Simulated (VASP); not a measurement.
Here is a VASP 6.6.1 calculation.

The input INCAR:

```
SYSTEM = EuBe4
PREC = Accurate ; ENCUT = 520
EDIFF = 1E-6 ; ISMEAR = 0
SIGMA = 0.1 ; LREAL = .False.
LASPH = .True. ; NELM = 150
ALGO = Normal ; ISIF = 2
LWAVE = .False. ; LCHARG = .True.
ISPIN = 2 ; MAGMOM = 7.31 0 0 0 0
LORBIT = 11 ; LMAXMIX = 6
GGA = PE ; LELF = .True.
LVHAR = .True. ; NBANDS = 24
```

Contents of KPOINTS:

```
regular mesh
0
Gamma
  10 10 10
  0 0 0
```

POSCAR

```
EuBe4
1.0
   -3.0501503133      3.0501503133      3.0501503133
    3.0501503133     -3.0501503133      3.0501503133
    3.0501503133      3.0501503133     -3.0501503133
Eu Be
1 4
Direct
    0.0000000000      0.0000000000      0.0000000000
    0.5000000000      0.5000000000      0.5000000000
    0.5000000000      0.0000000000      0.0000000000
    0.0000000000      0.0000000000      0.5000000000
    0.0000000000      0.5000000000      0.0000000000
```

Potentials or basis: VASP PAW PBE potentials, release 64 (Eu, Be).

The run is started by

```console
$ cat potpaw_PBE.64/Eu/POTCAR potpaw_PBE.64/Be/POTCAR > POTCAR
$ mpirun -np 1 vasp_std > vasp.out
```

**Question.** What does it give for the net moment?

**Answer.** 7.81 μB per cell.

**Question.** What does it give for the pressure?

**Answer.** 0.1 GPa.

 The state reached can hang on the start; a lower one may exist.
